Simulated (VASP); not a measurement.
# GaP (rocksalt type) (Fm-3m) in VASP: notebook

GaP (rocksalt type) is run at these levels: PBE; tasks: single point.

Everything below comes from runs of VASP 6.6.1. Logs are shortened: lines on timing, memory, paths and dates and some standing lists are left out, and cuts for length are marked.

## 1. The cell of the first run

Symmetry: Fm-3m, No. 225, cubic system. Conventional cell: a = 4.228 Å, b = 4.228 Å, c = 4.228 Å, α = 90.00°, β = 90.00°, γ = 90.00°. Ga (site symmetry m-3m) has 6 P at 2.11 Å within 2.8 Å. P (site symmetry m-3m) has 6 Ga at 2.11 Å within 2.8 Å.

## 2. Single point, PBE (9.45 Å³/atom)

INCAR reads:

```
SYSTEM = GaP
PREC = Accurate
ENCUT = 520
EDIFF = 1E-6
ISMEAR = -1
SIGMA = 0.1
LREAL = .False.
LASPH = .True.
NELM = 60
ALGO = Normal
ISIF = 2
LWAVE = .False.
LCHARG = .False.
GGA = PE
NBANDS = 16
```

KPOINTS reads:

```
regular mesh
0
Gamma
  14 14 14
  0 0 0
```

POSCAR reads:

```
GaP
1.0
    0.0000000000      2.1139017420      2.1139017420
    2.1139017420      0.0000000000      2.1139017420
    2.1139017420      2.1139017420      0.0000000000
Ga P
1 1
Direct
    0.0000000000      0.0000000000      0.0000000000
    0.5000000000      0.5000000000      0.5000000000
```

Potentials or basis: VASP PAW PBE potentials, release 64 (Ga_d, P).

On the command line:

```
> cat potpaw_PBE.64/Ga_d/POTCAR potpaw_PBE.64/P/POTCAR > POTCAR
> mpirun -np 1 vasp_std > vasp.out
```

OUTCAR:

```text
SYSTEM = GaP
   PREC = Accurate
   ENCUT = 520
   EDIFF = 1E-6
   ISMEAR = -1
   LREAL = .False.
   LASPH = .True.
   NELM = 60
   ISIF = 2
   GGA = PE

 ion  position               nearest neighbor table
   1  0.000  0.000  0.000-   2 2.11   2 2.11   2 2.11   2 2.11   2 2.11   2 2.11
   2  0.500  0.500  0.500-   1 2.11   1 2.11   1 2.11   1 2.11   1 2.11   1 2.11

  LATTYP: Found a face centered cubic cell.
 ALAT       =     4.2278034840

  Lattice vectors:

 A1 = (   0.0000000000,   2.1139017420,   2.1139017420)
 A2 = (   2.1139017420,   0.0000000000,   2.1139017420)
 A3 = (   2.1139017420,   2.1139017420,   0.0000000000)

Analysis of symmetry for initial positions (statically):
=====================================================================
 Subroutine PRICEL returns:
 Original cell was already a primitive cell.

 Routine SETGRP: Setting up the symmetry group for a
 face centered cubic supercell.

 Subroutine GETGRP returns: Found 48 space group operations
 (whereof 48 operations were pure point group operations)
 out of a pool of 48 trial point group operations.

The static configuration has the point symmetry O_h .

Analysis of symmetry for dynamics (positions and initial velocities):
=====================================================================
 Subroutine PRICEL returns:
 Original cell was already a primitive cell.

 Routine SETGRP: Setting up the symmetry group for a
 face centered cubic supercell.

 Subroutine GETGRP returns: Found 48 space group operations
 (whereof 48 operations were pure point group operations)
 out of a pool of 48 trial point group operations.

The dynamic configuration has the point symmetry O_h .

 Subroutine INISYM returns: Found 48 space group operations
 (whereof 48 operations are pure point group operations),
 and found     1 'primitive' translations

----------------------------------------------------------------------------------------

                                     Primitive cell

  volume of cell :      18.8923

  direct lattice vectors                    reciprocal lattice vectors
     0.000000000  2.113901742  2.113901742    -0.236529442  0.236529442  0.236529442
     2.113901742  0.000000000  2.113901742     0.236529442 -0.236529442  0.236529442
     2.113901742  2.113901742  0.000000000     0.236529442  0.236529442 -0.236529442

  length of vectors
     2.989508513  2.989508513  2.989508513     0.409681011  0.409681011  0.409681011

  position of ions in fractional coordinates (direct lattice)
     0.000000000  0.000000000  0.000000000
     0.500000000  0.500000000  0.500000000

  ion indices of the primitive-cell ions
   primitive index   ion index
                 1           1
                 2           2

----------------------------------------------------------------------------------------

 KPOINTS: regular mesh

Automatic generation of k-mesh.
 Grid dimensions read from file:
 generate k-points for:   14   14   14

 Generating k-lattice:

  Cartesian coordinates                     Fractional coordinates (reciprocal lattice)
    -0.016894960  0.016894960  0.016894960     0.071428571  0.000000000  0.000000000
     0.016894960 -0.016894960  0.016894960     0.000000000  0.071428571  0.000000000
     0.016894960  0.016894960 -0.016894960     0.000000000  0.000000000  0.071428571

  Length of vectors
     0.029262929  0.029262929  0.029262929

  Shift w.r.t. Gamma in fractional coordinates (k-lattice)
     0.000000000  0.000000000  0.000000000

 Subroutine IBZKPT returns following result:
 ===========================================

 Found    104 irreducible k-points:

 Following reciprocal coordinates:
            Coordinates               Weight
  0.000000  0.000000  0.000000      1.000000
  0.071429  0.000000  0.000000      8.000000
  0.142857  0.000000  0.000000      8.000000
  0.214286  0.000000  0.000000      8.000000
  0.285714  0.000000  0.000000      8.000000
  0.357143  0.000000  0.000000      8.000000
[... 16 lines left out ...]
  0.214286  0.142857  0.000000     24.000000
  0.285714  0.142857  0.000000     24.000000
 [... further k-points ...]
   k-points           NKPTS =    104   k-points in BZ     NKDIM =    104   number of bands    NBANDS=     16
   number of dos      NEDOS =    301   number of ions     NIONS =      2
   total plane-waves  NPLWV =  13824
   dimension x,y,z NGX =    24 NGY =   24 NGZ =   24
   dimension x,y,z NGXF=    48 NGYF=   48 NGZF=   48
   ions per type =               1   1
   NGX,Y,Z   is equivalent  to a cutoff of  13.35, 13.35, 13.35 a.u.
   NGXF,Y,Z  is equivalent  to a cutoff of  26.69, 26.69, 26.69 a.u.
 SYSTEM =  GaP
   PREC   = accura    normal or accurate (medium, high low for compatibility)
   ISTART =      0    job   : 0-new  1-cont  2-samecut
   ICHARG =      2    charge: 1-file 2-atom 10-const
   ISPIN  =      1    spin polarized calculation?
   LNONCOLLINEAR =      F non collinear calculations
   LSORBIT =      F    spin-orbit coupling
   LASPH  =      T    aspherical Exc in radial PAW
   ENCUT  =  520.0 eV  38.22 Ry    6.18 a.u.   5.56  5.56  5.56*2*pi/ulx,y,z
   NELM   =     60;   NELMIN=  2; NELMDL= -5     # of ELM steps
   EDIFF  = 0.1E-05   stopping-criterion for ELM
   LREAL  =      F    real-space projection
   EDIFFG = 0.1E-04   stopping-criterion for IOM
   NSW    =      0    number of steps for IOM
   IBRION =     -1    ionic relax: 0-MD 1-quasi-New 2-CG
   NFREE  =      0    steps in history (QN), initial steepest desc. (CG)
   ISIF   =      2    stress and relaxation
   ISYM   =      2    0-nonsym 1-usesym 2-fastsym
   POTIM  = 0.5000    time-step for ionic-motion
   TEBEG  =    0.0;   TEEND  =   0.0 temperature during run
   PSTRESS=    0.0 pullay stress
   NELECT =      18.0000    total number of electrons
   NUPDOWN=      -1.0000    fix difference up-down
   EMIN   =  10.00;   EMAX   =-10.00  energy-range for DOS
   EFERMI =   0.00;   METHOD = LEGACY
   ISMEAR =    -1;   SIGMA  =   0.10  broadening in eV -4-tet -1-fermi 0-gaus
   EFERMI_NEDOS =   21; number of points for ismear=-14 and -15
   IALGO  =     38    algorithm
   IMIX   =      4    mixing-type and parameters
     AMIX     =   0.40;   BMIX     =  1.00
     AMIX_MAG =   1.60;   BMIX_MAG =  1.00
  volume/ion in A,a.u.               =       9.45        63.75
  Fermi-wavevector in a.u.,A,eV,Ry     =   1.610908  3.044176 35.307475  2.595026
  Thomas-Fermi vector in A             =   2.706383
   LORBIT       =      0    0 simple, 1 ext, 2 COOP (PROOUT), +10 PAW based schemes
   GGA     = PE    functional components
[... 5 lines left out ...]
 non-spin polarized calculation
  energy-cutoff  :      520.00
  volume of cell :       18.89
 maximum number of plane-waves:       532
 NGX is ok and might be reduce to    24
   NGX = 11   NGY = 11   NGZ = 11

 number of electron      18.0000010 magnetization

 Free energy of the ion-electron system (eV)
  ---------------------------------------------------
  ext. energy  EPLUGINS =         0.00000000
  ---------------------------------------------------
  free energy    TOTEN  =        -2.75543434 eV

  energy without entropy =       -2.73229883  energy(sigma->0) =       -2.74386659

 E-fermi :  15.7853     XC(G=0): -14.0880

 val. band max:       15.7465612478   @ k =   0.2857   0.0714   0.0000
 cond. band min:      15.8091724693   @ k =   0.3571   0.1429   0.0714
 fundamental gap:      0.0626112215
 Fermi energy:        15.7852689805

 k-point     1 :       0.0000    0.0000    0.0000
  band No.  band energies     occupation
      1      -4.4123      2.00000
      2      -1.0104      2.00000
      3      -1.0104      2.00000
      4      -0.9399      2.00000
      5      -0.9399      2.00000
      6      -0.9399      2.00000
[... 8 lines left out ...]
     15      27.0597      0.00000
     16      27.0597      0.00000

 k-point     2 :       0.0714    0.0000    0.0000
  band No.  band energies     occupation
      1      -4.2871      2.00000
      2      -1.0186      2.00000
      3      -1.0186      2.00000
      4      -0.9457      2.00000
      5      -0.9287      2.00000
      6      -0.9287      2.00000
[... 8 lines left out ...]
     15      26.3685      0.00000
     16      26.9373      0.00000

 k-point     3 :       0.1429    0.0000    0.0000
  band No.  band energies     occupation
      1      -3.9144      2.00000
      2      -1.0476      2.00000
      3      -1.0476      2.00000
      4      -0.9595      2.00000
      5      -0.8908      2.00000
      6      -0.8908      2.00000
[... 8 lines left out ...]
     15      27.2599      0.00000
     16      27.4212      0.00000

 k-point     4 :       0.2143    0.0000    0.0000
  band No.  band energies     occupation
      1      -3.3073      2.00000
      2      -1.0937      2.00000
      3      -1.0937      2.00000
      4      -0.9685      2.00000
      5      -0.8309      2.00000
      6      -0.8309      2.00000
[... 8 lines left out ...]
     15      26.6584      0.00000
     16      28.8367      0.00000
[... 324 lines left out ...]
 k-point    22 :       0.1429    0.1429    0.0000
  band No.  band energies     occupation
      1      -3.7614      2.00000
      2      -1.0929      2.00000
      3      -0.9904      2.00000
      4      -0.9803      2.00000
      5      -0.8772      2.00000
      6      -0.8772      2.00000
[... 8 lines left out ...]
     15      28.0002      0.00000
     16      29.5977      0.00000

 k-point    23 :       0.2143    0.1429    0.0000
  band No.  band energies     occupation
      1      -3.3367      2.00000
      2      -1.1183      2.00000
      3      -1.0126      2.00000
      4      -0.9882      2.00000
      5      -0.8323      2.00000
      6      -0.8271      2.00000
[... 8 lines left out ...]
     15      29.1977      0.00000
     16      29.7341      0.00000

 k-point    24 :       0.2857    0.1429    0.0000
  band No.  band energies     occupation
      1      -2.7253      2.00000
      2      -1.1386      2.00000
      3      -1.0255      2.00000
      4      -1.0192      2.00000
      5      -0.7570      2.00000
      6      -0.7373      2.00000
[... 8 lines left out ...]
     15      28.9824      0.00000
     16      31.1343      0.00000

 [... further k-points ...]

------------------------ aborting loop because EDIFF is reached ----------------------------------------

  FORCE on cell =-STRESS in cart. coord.  units (eV):
  Direction    XX          YY          ZZ          XY          YZ          ZX
  --------------------------------------------------------------------------------------
  -------------------------------------------------------------------------------------
  Total       23.0997189     23.0997189     23.0997189     -0.0000000      0.0000000     -0.0000000
  in kB     1958.9930342   1958.9930342   1958.9930342     -0.0000000      0.0000000     -0.0000000
  external PRESSURE =    1958.9930342 kB  Pullay stress =       0.0000000 kB

 VOLUME and BASIS-vectors are now :
 -----------------------------------------------------------------------------
  energy-cutoff  :      520.00
  volume of cell :       18.89
      direct lattice vectors                 reciprocal lattice vectors
     0.000000000  2.113901742  2.113901742    -0.236529442  0.236529442  0.236529442
     2.113901742  0.000000000  2.113901742     0.236529442 -0.236529442  0.236529442
     2.113901742  2.113901742  0.000000000     0.236529442  0.236529442 -0.236529442

 POSITION                                       TOTAL-FORCE (eV/Angst)
 -----------------------------------------------------------------------------------
      0.00000      0.00000      0.00000        -0.000000      0.000000     -0.000000
      2.11390      2.11390      2.11390         0.000000     -0.000000      0.000000
 -----------------------------------------------------------------------------------
    total drift:                                0.000000     -0.000000     -0.000000

  FREE ENERGIE OF THE ION-ELECTRON SYSTEM (eV)
  ---------------------------------------------------
  free  energy   TOTEN  =        -2.7554343384 eV

  energy  without entropy=       -2.7322988325  energy(sigma->0) =       -2.74386659
```

It took 31 s on 1 thread of AMD EPYC 7R13, shared host; peak memory 0.13 GiB.

What came out:

| Property | Result |
| --- | --- |
| Free energy | -2.7554 eV |
| Pressure | 195.9 GPa |
| Band gap on the k mesh | zero (bands 9 and 10 overlap by 3.19 eV) |

Levels at points of the mesh, in eV from the Fermi level:
```csv
k point,band 5,band 6,band 7,band 8,band 9,band 10,band 11,band 12,band 13,band 14
"(0.00, 0.00, 0.00)",-16.73,-16.73,-0.21,-0.21,-0.21,6.24,6.24,6.24,10.17,10.29
"(0.50, 0.00, 0.00)",-16.42,-14.87,-12.46,0.26,0.26,1.87,1.87,3.69,9.40,14.38
"(0.50, 0.50, 0.00)",-16.33,-11.47,-11.15,-5.56,-5.56,-2.29,0.69,15.69,17.54,17.54
```

Caveat: the cell stands under pressure.

(Part 1 of 2 ends here.)
